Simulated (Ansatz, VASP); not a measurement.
One calculation of SiC5, two programs

Contents of INCAR:

```
SYSTEM = SiC5
PREC = Accurate
ENCUT = 600
EDIFF = 1E-7
ISMEAR = 0
SIGMA = 0.02
LREAL = .FALSE.
LASPH = .TRUE.
NELM = 100
ALGO = Normal
ISIF = 3
LWAVE = .FALSE.
LCHARG = .FALSE.
GGA = PE
IBRION = 2
NSW = 100
EDIFFG = -0.01
```

File KPOINTS:

```
regular mesh
0
G
  12 12 4
  0 0 0
```

The input POSCAR:

```
SiC5
1.0
    2.7333897589      0.0000000000      0.0000000000
   -1.3666948795      2.3671849697      0.0000000000
    0.0000000000      0.0000000000      6.7789425045
Si C
1 5
Direct
    0.0000000000      0.0000000000      0.9937817878
    0.3333333333      0.6666666667      0.3506354207
    0.3333333333      0.6666666667      0.5769697150
    0.0000000000      0.0000000000      0.2756165938
    0.6666666667      0.3333333333      0.6533786834
    0.6666666667      0.3333333333      0.8796177993
```

Input for Ansatz:

```yaml
crystal:
  lattice:
    - [2.7333897589, 0.0, 0.0]
    - [-1.3666948795, 2.3671849697, 0.0]
    - [0.0, 0.0, 6.7789425045]
  atoms:
    - { symbol: Si, position: [0.0, 0.0, 0.9937817878] }
    - { symbol: C, position: [0.3333333333, 0.6666666667, 0.3506354207] }
    - { symbol: C, position: [0.3333333333, 0.6666666667, 0.576969715] }
    - { symbol: C, position: [0.0, 0.0, 0.2756165938] }
    - { symbol: C, position: [0.6666666667, 0.3333333333, 0.6533786834] }
    - { symbol: C, position: [0.6666666667, 0.3333333333, 0.8796177993] }
basis:
  ecutwfc: 420
kpoints:
  mp_grid: { grid: [12, 12, 4] }
hamiltonian:
  xc: pbe
scf:
  occupations: { method: gaussian, width: 0.02 }
output:
  forces: true
  stress: true
  eigenvalues: true
  write_density: true
  write_potential: true
  elf: true
  volumetric_format: npy
relax:
  adjacent_minimum: "off"
  f_tol: 0.01
  max_steps: 80
  cell: { stress_tol: 0.05 }
```

Alike in both runs: task relaxation of cell and atoms; functional PBE; k mesh 12 × 12 × 4; occupations gaussian, width 0.02 eV; no spin polarisation.

|  | VASP | Ansatz |
| --- | --- | --- |
| version | VASP 6.6.1 | Ansatz 0.2.0 |
| potentials or method | VASP PAW PBE potentials, release 64 (Si, C), cutoff 600 eV | scalar-relativistic, plane waves, PAW |
| valence electrons in the cell | 24 | 24 |

```tsv
	VASP	Ansatz	Ansatz less VASP
gap on the k mesh at the Fermi level, each at its own relaxed structure (eV)	1.24	1.24	-0.003
relaxed volume (Å³/atom)	7.29	7.30	+0.005
relaxed cell length with the largest relative difference (Å)	6.776	6.779	+0.0031
```
